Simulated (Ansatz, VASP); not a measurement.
**MgO: VASP beside Ansatz**

```xyz
2
Lattice="0.0000 2.1250 2.1250 2.1250 0.0000 2.1250 2.1250 2.1250 0.0000" Properties=species:S:1:pos:R:3 pbc="T T T"
Mg    0.0000    0.0000    0.0000
O     2.1250    2.1250    2.1250
```

Alike in both runs: task single point; functional r2SCAN; k mesh 6 × 6 × 6; occupations fermi-dirac, width 0.02 eV; no spin polarisation.

|  | VASP | Ansatz |
| --- | --- | --- |
| version | VASP 6.6.1 | Ansatz 0.2.0 development build |
| potentials or method | VASP PAW PBE potentials, release 64 (Mg, O), cutoff 520 eV | plane waves, all-electron PAW datasets generated for the crystal |

```csv
,VASP,Ansatz,Ansatz less VASP
gap on the k mesh at the Fermi level (eV),5.34,5.36,+0.026
```

VASP's potentials were made for PBE, not for r2SCAN. Ansatz ran all-electron here, and VASP with PAW potentials.

The k mesh is coarse, so the values compare programs but aren't converged.
